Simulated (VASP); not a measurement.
# Cu (Cmcm) in VASP: further runs, part 2 of 2

VASP 6.6.1. Earlier steps stand in the parts before.

## Step 3: Single point, PBEsol (strain -0.080 along x and y, -0.040 along z)

INCAR

```
SYSTEM = Cu
ALGO     = Fast           ! electronic algorithm
EDIFF    = 1E-6           ! SCF threshold, eV
ENCUT    = 520            ! plane-wave cutoff, eV
GGA      = PS             ! functional
ISIF     = 2              ! what is computed and relaxed
ISMEAR   = 0              ! smearing method
LASPH    = .True.         ! aspherical terms in the spheres
LCHARG   = .False.        ! write CHGCAR
LREAL    = .False.        ! projectors in reciprocal space
LWAVE    = .False.        ! write WAVECAR
NBANDS   = 18             ! bands
NELM     = 60             ! most SCF steps
PREC     = Accurate       ! precision mode
SIGMA    = 0.15           ! smearing width, eV
```

KPOINTS

```
k-points
0
Gamma
  20 20 20
  0 0 0
```

POSCAR

```
Cu
1.0
    1.1209865948     -3.6582677696      0.0000000000
    1.1209865948      3.6582677696      0.0000000000
    0.0000000000      0.0000000000      2.3764757026
Cu
2
Direct
    0.1338666500      0.8661333500      0.2500000000
    0.8661333500      0.1338666500      0.7500000000
```

Potentials or basis: VASP PAW PBE potentials, release 64 (Cu).

On the command line:

```console
$ cat potpaw_PBE.64/Cu/POTCAR > POTCAR
$ mpirun -np 1 vasp_std > vasp.out
```

OUTCAR:

```text
SYSTEM = Cu
   EDIFF = 1E-6
   ENCUT = 520
   GGA = PS
   ISIF = 2
   ISMEAR = 0
   LASPH = .True.
   LREAL = .False.
   NELM = 60
   PREC = Accurate

 ion  position               nearest neighbor table
   1  0.134  0.866  0.250-   2 2.29   2 2.29   2 2.36   2 2.36   2 2.36   2 2.36
   2  0.866  0.134  0.750-   1 2.29   1 2.29   1 2.36   1 2.36   1 2.36   1 2.36

  LATTYP: Found a base centered orthorhombic cell.
 ALAT       =     2.2419731896
 B/A-ratio  =     3.2634357864
 C/A-ratio  =     1.0599929177

  Lattice vectors:

 A1 = (   1.1209865948,  -3.6582677696,   0.0000000000)
 A2 = (   1.1209865948,   3.6582677696,   0.0000000000)
 A3 = (   0.0000000000,   0.0000000000,   2.3764757026)

Analysis of symmetry for initial positions (statically):
=====================================================================
 Subroutine PRICEL returns:
 Original cell was already a primitive cell.

 Routine SETGRP: Setting up the symmetry group for a
 base centered orthorhombic supercell.

 Subroutine GETGRP returns: Found  8 space group operations
 (whereof  4 operations were pure point group operations)
 out of a pool of  8 trial point group operations.

The static configuration has the point symmetry C_2h.
 The point group associated with its full space group is D_2h.

Analysis of symmetry for dynamics (positions and initial velocities):
=====================================================================
 Subroutine PRICEL returns:
 Original cell was already a primitive cell.

 Routine SETGRP: Setting up the symmetry group for a
 base centered orthorhombic supercell.

 Subroutine GETGRP returns: Found  8 space group operations
 (whereof  4 operations were pure point group operations)
 out of a pool of  8 trial point group operations.

The dynamic configuration has the point symmetry C_2h.
 The point group associated with its full space group is D_2h.

 Subroutine INISYM returns: Found  8 space group operations
 (whereof  4 operations are pure point group operations),
 and found     1 'primitive' translations

[... 116 lines left out ...]
  Fermi-wavevector in a.u.,A,eV,Ry     =   1.704522  3.221080 39.530306  2.905396
  Thomas-Fermi vector in A             =   2.783910
   LORBIT       =      0    0 simple, 1 ext, 2 COOP (PROOUT), +10 PAW based schemes
   GGA     = PS    functional components
   LHFCALC =     F    Hartree Fock is set to
   AEXX    =    0.0000 exact exchange contribution
   IVDW    =     0    specifies the selected vdW correction
   LEPSILON=     F    determine dielectric tensor
   LRPA    =     F    only Hartree local field effects (RPA)
 non-spin polarized calculation
 RMM-DIIS sequential band-by-band and
 Gauss-broadening in eV      SIGMA  =   0.15
  energy-cutoff  :      520.00
  volume of cell :       19.49
 maximum number of plane-waves:       544
   NGX = 15   NGY = 15   NGZ =  9

 number of electron      22.0000034 magnetization

 Free energy of the ion-electron system (eV)
  ---------------------------------------------------
  ext. energy  EPLUGINS =         0.00000000
  ---------------------------------------------------
  free energy    TOTEN  =        -7.72584845 eV

  energy without entropy =       -7.72052775  energy(sigma->0) =       -7.72318810

 E-fermi :  10.0523     XC(G=0): -14.0345

 val. band max:       10.0504873966   @ k =  -0.3500   0.3500   0.3500
 cond. band min:      10.0553638805   @ k =   0.5000   0.2000   0.1000
 fundamental gap:      0.0048764839
 Fermi energy:        10.0522709068

 k-point     1 :       0.0000    0.0000    0.0000
  band No.  band energies     occupation
      1      -0.9068      2.00000
      2       3.7568      2.00000
      3       4.6686      2.00000
      4       5.3399      2.00000
      5       6.0908      2.00000
      6       6.8917      2.00000
[... 481 lines left out ...]
      5       6.4446      2.00000
      6       6.5436      2.00000
[... 10 lines left out ...]
     17      32.6961      0.00000
     18      34.5162      0.00000

 [... further k-points ...]

------------------------ aborting loop because EDIFF is reached ----------------------------------------

  FORCE on cell =-STRESS in cart. coord.  units (eV):
  Direction    XX          YY          ZZ          XY          YZ          ZX
  --------------------------------------------------------------------------------------
  -------------------------------------------------------------------------------------
  Total        6.9364487      6.4574938      5.0798322      0.0000000     -0.0000000      0.0000000
  in kB      570.1753992    530.8053548    417.5617063      0.0000000     -0.0000000      0.0000000
  external PRESSURE =     506.1808201 kB  Pullay stress =       0.0000000 kB

 VOLUME and BASIS-vectors are now :
 -----------------------------------------------------------------------------
  energy-cutoff  :      520.00
  volume of cell :       19.49
      direct lattice vectors                 reciprocal lattice vectors
     1.120986595 -3.658267770  0.000000000     0.446035664 -0.136676709  0.000000000
     1.120986595  3.658267770  0.000000000     0.446035664  0.136676709  0.000000000
     0.000000000  0.000000000  2.376475703     0.000000000  0.000000000  0.420791174

 POSITION                                       TOTAL-FORCE (eV/Angst)
 -----------------------------------------------------------------------------------
      1.12099      2.67883      0.59412         0.000000      0.403469      0.000000
      1.12099     -2.67883      1.78236         0.000000     -0.403469     -0.000000
 -----------------------------------------------------------------------------------
    total drift:                                0.000000     -0.000000      0.000000

  FREE ENERGIE OF THE ION-ELECTRON SYSTEM (eV)
  ---------------------------------------------------
  free  energy   TOTEN  =        -7.7258484481 eV

  energy  without entropy=       -7.7205277539  energy(sigma->0) =       -7.72318810
```

Wall time 7 min (1 thread of Intel Xeon Platinum 8259CL at 2.50GHz (Skylake/Cascade Lake), shared host); peak memory 0.44 GiB.

What came out:

```yaml
Free_energy: -7.7258 eV
Pressure: 50.6 GPa
Largest_force: 0.403 eV/Å
Band_gap_on_the_k_mesh: zero (bands 11 and 12 overlap by 6.16 eV)
```

Forces on the atoms (eV/Å):
```
Cu   0.000  0.403  0.000
Cu   0.000 -0.403  0.000
```

Levels at points of the mesh, in eV from the Fermi level:
```
           k point  band 9  band 10  band 11  band 12  band 13  band 14
(0.00, 0.00, 0.00)   -2.13    -1.92    -1.55    -0.25     6.43    15.07
(0.50, 0.00, 0.00)   -2.59    -1.88    -0.37     1.93     3.25     8.71
(0.50, 0.50, 0.00)   -2.86    -2.27    -1.77    -1.65    16.12    17.96
(0.00, 0.00, 0.50)   -1.86    -1.86    -0.17    -0.17     9.25     9.25
(0.50, 0.00, 0.50)   -1.37    -1.37     3.96     3.96     8.58     8.58
(0.50, 0.50, 0.50)   -2.02    -2.02    -1.66    -1.66     4.44     4.44
```

Caveat: the cell differs from its parent crystal (strain -0.080 along x and y, -0.040 along z); the stress differs along the axes, from 42 to 57 GPa; the PAW data sets were made with another functional, which shifts forces and pressure a little.

## Step 4: Single point, PBEsol (strain -0.080 along x and y, +0.000 along z)

INCAR

```
PREC = Accurate
ENCUT = 520
EDIFF = 1E-6
ISMEAR = 0
SIGMA = 0.15
LREAL = False
LASPH = True
NELM = 100
ALGO = Fast
ISIF = 2
LWAVE = False
LCHARG = False
GGA = PS
NBANDS = 18
```

KPOINTS

```
regular mesh
0
Gamma
  20 20 20
```

POSCAR, as its differences from that of step 3:

```diff
@@ -4,3 +4,3 @@
     1.1209865948      3.6582677696      0.0000000000
-    0.0000000000      0.0000000000      2.3764757026
+    0.0000000000      0.0000000000      2.4754955235
 Cu
```

On the command line:

```console
$ cat potpaw_PBE.64/Cu/POTCAR > POTCAR
$ mpirun -np 1 vasp_std > vasp.out
```

Run time: 7.2 min. Hardware: 1 thread of Intel Xeon Platinum 8259CL at 2.50GHz (Skylake/Cascade Lake), shared host; peak memory 0.45 GiB.

The run converged. Its results:

```yaml
Free_energy: -7.8846 eV
Pressure: 37.7 GPa
Largest_force: 0.325 eV/Å
Band_gap_on_the_k_mesh: zero (bands 11 and 12 overlap by 5.97 eV)
```

Forces on the atoms (eV/Å):
```
Cu   0.000  0.325  0.000
Cu   0.000 -0.325  0.000
```

Stress tensor (GPa, compression positive):
```
51.16  0.00  0.00
 0.00 39.18  0.00
 0.00  0.00 22.69
```

Levels at points of the mesh, in eV from the Fermi level:
```
           k point  band 7  band 8  band 9  band 10  band 11  band 12  band 13  band 14  band 15  band 16
(0.00, 0.00, 0.00)   -2.52   -2.18   -2.07    -1.86    -1.49     0.11     6.51    13.32    19.69    22.31
(0.50, 0.00, 0.00)   -3.29   -2.84   -2.57    -1.82    -0.22     2.11     3.52     8.80    15.63    18.61
(0.50, 0.50, 0.00)   -2.97   -2.90   -2.85    -2.21    -1.71    -1.58    16.37    17.00    17.90    18.05
(0.00, 0.00, 0.50)   -2.99   -2.99   -1.73    -1.73    -0.46    -0.46     8.93     8.93    10.70    10.70
(0.50, 0.00, 0.50)   -2.04   -2.04   -1.36    -1.36     3.79     3.79     8.30     8.30    10.75    10.75
(0.50, 0.50, 0.50)   -2.13   -2.13   -2.06    -2.06    -1.73    -1.73     3.91     3.91    20.34    20.34
```

Caveat: the cell differs from its parent crystal (strain -0.080 along x and y, +0.000 along z); the stress differs along the axes, from 23 to 51 GPa; the PAW data sets were made with another functional, which shifts forces and pressure a little.

## Step 5: Single point, PBEsol (strain -0.040 along x and y, -0.080 along z)

INCAR

```
SYSTEM = Cu
ALGO = Fast ; EDIFF = 1E-7
ENCUT = 520 ; GGA = PS
ISIF = 2 ; ISMEAR = 0
LASPH = .True. ; LCHARG = .False.
LREAL = .False. ; LWAVE = .False.
NBANDS = 18 ; NELM = 60
PREC = Accurate ; SIGMA = 0.15
```

KPOINTS

```
k-points
0
Gamma
  20 20 20
  0 0 0
```

POSCAR

```
Cu
1.0
    1.1697251424     -3.8173228900      0.0000000000
    1.1697251424      3.8173228900      0.0000000000
    0.0000000000      0.0000000000      2.2774558816
Cu
2
Direct
    0.1338666500      0.8661333500      0.2500000000
    0.8661333500      0.1338666500      0.7500000000
```

On the command line:

```console
$ cat potpaw_PBE.64/Cu/POTCAR > POTCAR
$ mpirun -np 1 vasp_std > vasp.out
```

It took 11 min on 1 thread of Intel Xeon Platinum 8259CL at 2.50GHz (Skylake/Cascade Lake), shared host; peak memory 0.46 GiB.

It converged, with:

```
Free energy            : -7.9362 eV
Pressure               : 36.4 GPa
Largest force          : 0.250 eV/Å
Band gap on the k mesh : zero (bands 11 and 12 overlap by 6.19 eV)
```

Forces in eV/Å, atoms in the order of the input:
```
Cu   0.000  0.250  0.000
Cu   0.000 -0.250  0.000
```

Stress tensor (GPa, compression positive):
```
26.04  0.00  0.00
 0.00 34.51  0.00
 0.00  0.00 48.56
```

Levels at points of the mesh, in eV from the Fermi level:
```csv
k point,band 9,band 10,band 11,band 12,band 13,band 14
"(0.00, 0.00, 0.00)",-2.01,-1.84,-1.56,-0.71,5.43,17.86
"(0.50, 0.00, 0.00)",-2.33,-1.81,-0.66,1.33,2.41,7.58
"(0.50, 0.50, 0.00)",-2.52,-2.11,-1.74,-1.69,14.43,16.31
"(0.00, 0.00, 0.50)",-1.97,-1.97,0.39,0.39,9.24,9.24
"(0.50, 0.00, 0.50)",-1.29,-1.29,4.12,4.12,8.49,8.49
"(0.50, 0.50, 0.50)",-1.67,-1.67,-1.18,-1.18,4.94,4.94
```

Caveat: the cell differs from its parent crystal (strain -0.040 along x and y, -0.080 along z); the stress differs along the axes, from 26 to 49 GPa; the PAW data sets were made with another functional, which shifts forces and pressure a little.

## Step 6: Single point, PBEsol (strain +0.000 along x and y, -0.080 along z)

INCAR

```
  ALGO = Fast
  EDIFF = 1E-7
  ENCUT = 520
  GGA = PS
  ISIF = 2
  ISMEAR = 0
  LASPH = T
  LCHARG = F
  LREAL = F
  LWAVE = F
  NBANDS = 18
  NELM = 100
  PREC = Accurate
  SIGMA = 0.15
```

KPOINTS

```
k-points
0
Gamma
  20 20 20
```

POSCAR

```
Cu
1.0
    1.2184636900     -3.9763780104      0.0000000000
    1.2184636900      3.9763780104      0.0000000000
    0.0000000000      0.0000000000      2.2774558816
Cu
2
Direct
    0.1338666500      0.8661333500      0.2500000000
    0.8661333500      0.1338666500      0.7500000000
```

Potentials or basis: VASP PAW PBE potentials, release 64 (Cu).

On the command line:

```console
$ cat potpaw_PBE.64/Cu/POTCAR > POTCAR
$ mpirun -np 1 vasp_std > vasp.out
```

Wall time 6.6 min (1 thread of Intel Xeon Platinum 8488C (Sapphire Rapids), shared host); peak memory 0.48 GiB.

The run converged. Its results:

```
Free energy            : -8.1284 eV
Pressure               : 16.5 GPa
Largest force          : 0.078 eV/Å
Band gap on the k mesh : zero (bands 11 and 12 overlap by 6.04 eV)
```

Forces on the atoms (eV/Å):
```
Cu   0.000  0.078  0.000
Cu   0.000 -0.078  0.000
```

Stress tensor (GPa, compression positive):
```
 3.05  0.00  0.00
 0.00 11.26  0.00
 0.00  0.00 35.05
```

Levels at points of the mesh, in eV from the Fermi level:
```csv
k point,band 7,band 8,band 9,band 10,band 11,band 12,band 13,band 14,band 15,band 16
"(0.00, 0.00, 0.00)",-2.64,-2.25,-1.85,-1.72,-1.49,-0.72,4.64,17.73,18.58,18.65
"(0.50, 0.00, 0.00)",-2.68,-2.57,-2.09,-1.69,-0.75,0.99,1.98,6.67,12.37,15.45
"(0.50, 0.50, 0.00)",-2.82,-2.25,-2.24,-1.93,-1.64,-1.63,13.14,14.84,14.96,20.47
"(0.00, 0.00, 0.50)",-3.16,-3.16,-1.92,-1.92,0.61,0.61,8.92,8.92,10.22,10.22
"(0.50, 0.00, 0.50)",-1.96,-1.96,-1.21,-1.21,4.11,4.11,8.17,8.17,10.45,10.45
"(0.50, 0.50, 0.50)",-2.18,-2.18,-1.52,-1.52,-0.71,-0.71,4.87,4.87,18.32,18.32
```

Caveat: the cell differs from its parent crystal (strain +0.000 along x and y, -0.080 along z); the stress differs along the axes, from 3 to 35 GPa; the PAW data sets were made with another functional, which shifts forces and pressure a little.

## Step 7: The runs side by side

```tsv
cell	further INCAR settings	gap on the mesh (eV)	pressure (GPa)	largest force (eV/Å)
a = 3.826, b = 3.826, c = 2.277 Å, angles 90.0, 90.0, 145.9°, 2 atoms	ALGO = Fast; EDIFF = 1e-06; NBANDS = 18	none	67.8	0.49
a = 3.826, b = 3.826, c = 2.376 Å, angles 90.0, 90.0, 145.9°, 2 atoms	ALGO = Fast; EDIFF = 1e-06; NBANDS = 18	none	50.6	0.40
a = 3.826, b = 3.826, c = 2.475 Å, angles 90.0, 90.0, 145.9°, 2 atoms	ALGO = Fast; EDIFF = 1e-06; NBANDS = 18	none	37.7	0.33
a = 3.993, b = 3.993, c = 2.277 Å, angles 90.0, 90.0, 145.9°, 2 atoms	ALGO = Fast; EDIFF = 1e-07; NBANDS = 18	none	36.4	0.25
a = 4.159, b = 4.159, c = 2.277 Å, angles 90.0, 90.0, 145.9°, 2 atoms	ALGO = Fast; EDIFF = 1e-07; NBANDS = 18	none	16.5	0.08
```

Alike in all rows: task single point; level PBEsol; potentials or basis VASP PAW PBE potentials, release 64 (Cu); no spin polarisation; k mesh 20 × 20 × 20; cutoff (eV) 520; smearing gaussian 0.15 eV.

Caveats: the PAW data sets were made with another functional, which shifts forces and pressure a little; the stress differs along the axes, from 64 to 70 GPa (at least some runs); the stress differs along the axes, from 42 to 57 GPa (at least some runs); the stress differs along the axes, from 23 to 51 GPa (at least some runs); the stress differs along the axes, from 26 to 49 GPa (at least some runs); the stress differs along the axes, from 3 to 35 GPa (at least some runs).

Total energies depend on the potentials used, so only differences within one code and one set of settings carry meaning.
